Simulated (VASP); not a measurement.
# Hf: single point with LDA

Hf:

```
Hf
1.0
     0.00000    2.54399    1.60068
     2.54399    0.00000    1.60068
     2.54399    2.54399    0.00000
Hf
1
Direct
  0.00000 0.00000 0.00000
```

```yaml
Program: VASP 6.6.1
Task: single point
Functional: LDA
Potentials_or_basis: VASP PAW LDA potentials, release 64 (Hf_pv)
Cutoff: 520 eV
k_mesh: 20 × 20 × 20
Occupations: gaussian, width 0.15 eV
Spin: no spin polarisation
Dipole_correction: no
Further_INCAR_settings: ALGO = Fast; EDIFF = 1e-06; NBANDS = 11
```

- Pressure: -1.1 GPa
- Band gap on the k mesh: zero (bands 5 and 6 overlap by 1.86 eV)

Stress tensor (GPa, compression positive):
```
 0.18  0.00  0.00
 0.00  0.18  0.00
 0.00  0.00 -3.81
```

Levels at points of the mesh, in eV from the Fermi level:
```csv
k point,band 2,band 3,band 4,band 5,band 6,band 7,band 8,band 9
"(0.00, 0.00, 0.00)",-29.44,-29.41,-7.25,0.58,2.08,2.08,3.33,5.39
"(0.50, 0.00, 0.00)",-29.80,-29.50,-3.60,-1.16,1.82,4.31,6.49,8.10
"(0.50, 0.50, 0.00)",-30.24,-29.98,-3.11,-2.82,7.02,7.02,7.15,7.15
"(0.50, 0.00, 0.50)",-29.68,-29.39,-3.75,0.36,1.01,3.08,4.77,7.97
```

It took 3.3 min on 1 thread of Intel Xeon 8259CL (shared host), peak memory 0.26 GiB.

Caveat: spin-orbit coupling is left out, which moves the levels of the heavy elements.
